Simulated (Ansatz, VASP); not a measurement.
**Se: VASP beside Ansatz**

File INCAR:

```
SYSTEM = Se
ALGO = Normal
EDIFF = 1E-8
ENCUT = 520
GGA = PS
ISIF = 2
ISMEAR = -1
LASPH = .True.
LCHARG = .False.
LEFG = .True.
LREAL = .False.
LWAVE = .False.
NBANDS = 16
NELM = 80
PREC = Accurate
SIGMA = 0.03
```

The input KPOINTS:

```
k-points
0
Gamma
  6 6 5
  0 0 0
```

Contents of POSCAR:

```
Se
1.0
    4.3071900132      0.0000000000      0.0000000000
   -2.1535950066      3.7301359704      0.0000000000
    0.0000000000      0.0000000000      4.8866512526
Se
3
Direct
    0.2254000000      0.0000000000      0.3333333333
    0.0000000000      0.2254000000      0.6666666667
    0.7746000000      0.7746000000      0.0000000000
```

Input for Ansatz:

```yaml
crystal:
  lattice:
    - [4.3071900132, 0.0, 0.0]
    - [-2.1535950066, 3.7301359704, 0.0]
    - [0.0, 0.0, 4.8866512526]
  atoms:
    - { symbol: Se, position: [0.2254, 0.0, 0.3333333333] }
    - { symbol: Se, position: [0.0, 0.2254, 0.6666666667] }
    - { symbol: Se, position: [0.7746, 0.7746, 0.0] }
kpoints:
  mp_grid: { grid: [6, 6, 5] }
scf:
  occupations: { method: fermi_dirac, width: 0.03 }
hamiltonian:
  xc: pbesol
  pseudopotentials: { kind: all_electron, datasets: crystal }
output:
  forces: true
  stress: true
  eigenvalues: true
  efg: { contact_densities: true }
```

Change from the starting cell: volume scaled by 0.96, crystal datasets.

Alike in both runs: task electric field gradients; functional PBEsol; k mesh 6 × 6 × 5; occupations fermi-dirac, width 0.03 eV; no spin polarisation.

|  | VASP | Ansatz |
| --- | --- | --- |
| version | VASP 6.6.1 | Ansatz 0.2.0 |
| potentials or method | VASP PAW PBE potentials, release 64 (Se), cutoff 520 eV | all-electron PAW with datasets made for the crystal, scalar-relativistic |

|  | VASP | Ansatz | Ansatz less VASP |
| --- | --- | --- | --- |
| gap on the k mesh at the Fermi level (eV) | 1.20 | 1.21 | +0.008 |
| pressure (GPa) | 3.0 | 2.7 | -0.25 |
| traceless stress, the component that is largest in VASP (GPa) | 2.04 | 1.95 | -0.095 |
| rms of the force components (eV/Å) | 0.454 | 0.420 | -0.0343 |
| size of Vzz on the site where it differs most (V/Å²) | 478.3 | 501.2 | +22.84 |

VASP's potentials were made for PBE, not for PBEsol. Atom by atom the forces differ by 0.034 eV/Å (rms over components). Ansatz ran all-electron here, and VASP with PAW potentials.
